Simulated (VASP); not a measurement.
A run of VASP 6.6.1 is set up as follows.

File INCAR:

```
PREC     = Accurate       # precision mode
ENCUT    = 520            # plane-wave cutoff, eV
EDIFF    = 1E-7           # SCF threshold, eV
ISMEAR   = 0              # smearing method
SIGMA    = 0.03           # smearing width, eV
LREAL    = F              # projectors in reciprocal space
LASPH    = T              # aspherical terms in the spheres
NELM     = 100            # most SCF steps
ALGO     = Normal         # electronic algorithm
ISIF     = 2              # what is computed and relaxed
LWAVE    = F              # write WAVECAR
LCHARG   = T              # write CHGCAR
GGA      = PE             # functional
IVDW     = 12             # dispersion correction
LELF     = T              # ELF
LVHAR    = T            
NBANDS   = 11             # bands
```

Contents of KPOINTS:

```
Automatic mesh
0
Gamma
  18 18 18
```

Contents of POSCAR:

```
C
1.0
    0.0000000000      2.2974614437      3.3397070384
    1.2116752232      0.0000000000      3.3397070384
    1.2116752232      2.2974614437      0.0000000000
C
2
Direct
    0.1666966007      0.8333033993      0.1666966007
    0.8333033993      0.1666966007      0.8333033993
```

Potentials or basis: VASP PAW PBE potentials, release 64 (C).

The run is started by

```console
$ cat potpaw_PBE.64/C/POTCAR > POTCAR
$ mpirun -np 1 vasp_std > vasp.out
```

**Question.** What does it give for the dispersion energy per atom?

**Answer.** -0.153 eV.

**Question.** Estimate the largest force.

**Answer.** 0.197 eV/Å.

**Question.** Predict the pressure.

**Answer.** -19.1 GPa.

Stress tensor (GPa, compression positive):
```
  6.80   0.00   0.00
  0.00 -65.12   0.00
  0.00   0.00   1.13
```

Caveat: the cell stands under tension.
